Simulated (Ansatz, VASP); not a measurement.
P in VASP and in Ansatz

```
P
1.0
     4.27917    0.00000    0.00000
    -2.13958    3.70587    0.00000
     0.00000    0.00000    7.06062
P
4
Direct
  0.33333 0.66667 0.43750
  0.66667 0.33333 0.93750
  0.66667 0.33333 0.56250
  0.33333 0.66667 0.06250
```

Alike in both runs: task relaxation of cell and atoms; functional PBEsol; k mesh 6 × 6 × 4; occupations gaussian, width 0.1 eV; no spin polarisation.

|  | VASP | Ansatz |
| --- | --- | --- |
| version | VASP 6.6.1 | Ansatz 0.2.0 |
| potentials or method | VASP PAW PBE potentials, release 64 (P), cutoff 600 eV | scalar-relativistic, plane waves, PAW |
| valence electrons in the cell | 20 | 20 |

```csv
,VASP,Ansatz,Ansatz less VASP
"gap on the k mesh at the Fermi level, each at its own relaxed structure (eV)",none,none,-
relaxed volume (Å³/atom),16.50,16.42,-0.083
relaxed length of the cell vector where the two differ most in proportion (Å),4.025,4.016,-0.0086
```

VASP's potentials were made for PBE, not for PBEsol. A gap of «none» marks a metal or a gap that the smearing closes.

Noted on VASP's run: the volume moved by over 15 % at a fixed basis, so the end points are rough; too few bands were computed for a metal, which touches its energy and stress.
